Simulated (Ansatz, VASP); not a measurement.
# BeTe in VASP and in Ansatz

```
Be Te
1.0
     0.00000    2.77000    2.77000
     2.77000    0.00000    2.77000
     2.77000    2.77000    0.00000
Be Te
1 1
Direct
  0.00000 0.00000 0.00000
  0.75000 0.75000 0.75000
```

Alike in both runs: task electric field gradients; functional PBE; k mesh 11 × 11 × 11; occupations fermi-dirac, width 0.05 eV; no spin polarisation.

```csv
,VASP,Ansatz
version,VASP 6.6.1,Ansatz 0.2.0
potentials or method,"VASP PAW PBE potentials, release 64 (Be, Te)","PAW with Ansatz's default frozen-core files, scalar-relativistic"
plane-wave cutoff (eV),520,420
valence electrons in the cell,8,18
```

```csv
,VASP,Ansatz,Ansatz less VASP
gap on the k mesh at the Fermi level (eV),1.87,1.89,+0.016
pressure (GPa),4.5,4.3,-0.18
```

The functional is the same, so the differences come from potentials, cutoffs and numerics. VASP's potentials hold 8 valence electrons a cell and Ansatz's 18, so a difference there can come from the potentials and not from the codes.

Spin-orbit coupling is off throughout.
